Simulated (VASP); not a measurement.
Write the native input for VASP 6.6.1 that does the following.

```
Task                   : relaxation of cell and atoms
Functional             : PBE
Potentials or basis    : VASP PAW PBE potentials, release 64 (Na_pv, Cd, Mo_sv)
Cutoff                 : 600 eV
k mesh                 : 6 × 6 × 2
Occupations            : gaussian, width 0.1 eV
Spin                   : no spin polarisation
Dipole correction      : no
Further INCAR settings : ALGO = Fast; EDIFF = 1e-06; IBRION = 2; EDIFFG = -0.04; NSW = 90; ISIF = 3
```

The structure of Na6Cd2Mo lies in POSCAR:

```
Na6Cd2Mo
1.0
    4.9463702800      0.0000000000      0.0000000000
   -2.4731851400      4.2836823200      0.0000000000
    0.0000000000      0.0000000000     10.8495152200
Na Cd Mo
6 2 1
Direct
    0.3333333300      0.6666666700      0.7673967200
    0.6666666700      0.3333333300      0.7673967200
    0.6666666700      0.3333333300      0.2326032800
    0.3333333300      0.6666666700      0.2326032800
    0.3333333300      0.6666666700      0.5000000000
    0.6666666700      0.3333333300      0.5000000000
    0.3333333300      0.6666666700      0.0000000000
    0.6666666700      0.3333333300      0.0000000000
    0.0000000000      0.0000000000      0.0000000000
```

The cell was built from a structure type or drawn by symmetry, and may not be a known phase.

These files were run (other wordings do the same):

INCAR

```
PREC = Accurate ; ENCUT = 600
EDIFF = 1E-6 ; ISMEAR = 0
SIGMA = 0.1 ; LREAL = F
LASPH = T ; NELM = 80
ALGO = Fast ; ISIF = 3
LWAVE = F ; LCHARG = F
GGA = PE ; IBRION = 2
NSW = 90 ; EDIFFG = -0.04
```

KPOINTS

```
Automatic mesh
0
Gamma
  6 6 2
```

Potentials or basis: VASP PAW PBE potentials, release 64 (Na_pv, Cd, Mo_sv).

Command:

```bash
$ cat potpaw_PBE.64/Na_pv/POTCAR potpaw_PBE.64/Cd/POTCAR potpaw_PBE.64/Mo_sv/POTCAR > POTCAR
$ mpirun -np 1 vasp_std > vasp.out
```

It gave:

```json
{
 "Relaxed volume": "32.03 Å³/atom",
 "Relaxed cell": "a = 5.106 Å, b = 5.106 Å, c = 12.771 Å, α = 90.00°, β = 90.00°, γ = 120.00°",
 "Space group after relaxing (to 0.1 Å)": "P6/mmm (No. 191)",
 "Energy gained by relaxing": "146.0 meV/atom",
 "Ionic steps": "10",
 "Pressure after relaxing": "-0.2 GPa",
 "Largest force after relaxing": "0.015 eV/Å",
 "Band gap on the k mesh": "zero (bands 40 and 41 overlap by 0.11 eV)"
}
```

Caveat: the volume moved by over 15 % at a fixed basis, so the end points are rough.

Wall time 16 min on 1 thread of Intel(R) Xeon(R) 6975P-C (Granite Rapids), with other jobs on the host, peak memory 0.5 GiB.
